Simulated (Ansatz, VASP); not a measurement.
## Two plane-wave programs on TiSi16

```xyz
17
Lattice="0.0000 5.4300 5.4300 5.4300 0.0000 5.4300 5.4300 5.4300 0.0000" Properties=species:S:1:pos:R:3 pbc="T T T"
Si   -0.0777   -0.1018    0.0210
Si    1.3219    1.2991    1.3559
Si    2.7037    2.7183   -0.0033
Si    4.0000    4.0324    1.3166
Si    2.7153   -0.0567    2.6521
Si    4.0204    1.3191    4.0305
Si    5.3558    2.7403    2.6100
Si    6.7537    4.0774    4.0094
Si   -0.0430    2.6841    2.6650
Si    1.3219    3.9926    4.0508
Si    2.7033    5.3510    2.6316
Si    4.0604    6.7491    4.0296
Si    2.7153    2.6968    5.4067
Si    4.0634    4.0349    6.7444
Si    5.3878    5.3852    5.3941
Si    6.7535    6.7697    6.7026
Ti    6.7337    6.7488    9.4603
```

Alike in both runs: functional PBE; dispersion D3(BJ); k mesh 2 × 2 × 2; occupations gaussian, width 0.02 eV; no spin polarisation.

Ansatz relaxed the structure, and its values are those at the end. VASP's run is a single point on that final structure, the one shown.

```csv
,VASP,Ansatz
version,VASP 6.6.1,Ansatz 0.2.0
potentials or method,"VASP PAW PBE potentials, release 64 (Si, Ti_sv), cutoff 520 eV","scalar-relativistic, plane waves, PAW"
valence electrons in the cell,76,76
```

|  | VASP | Ansatz | Ansatz less VASP |
| --- | --- | --- | --- |
| rms of the force components (eV/Å) | 0.004 | 0.002 | -0.0015 |

The k mesh is coarse, so the values compare programs but aren't converged.
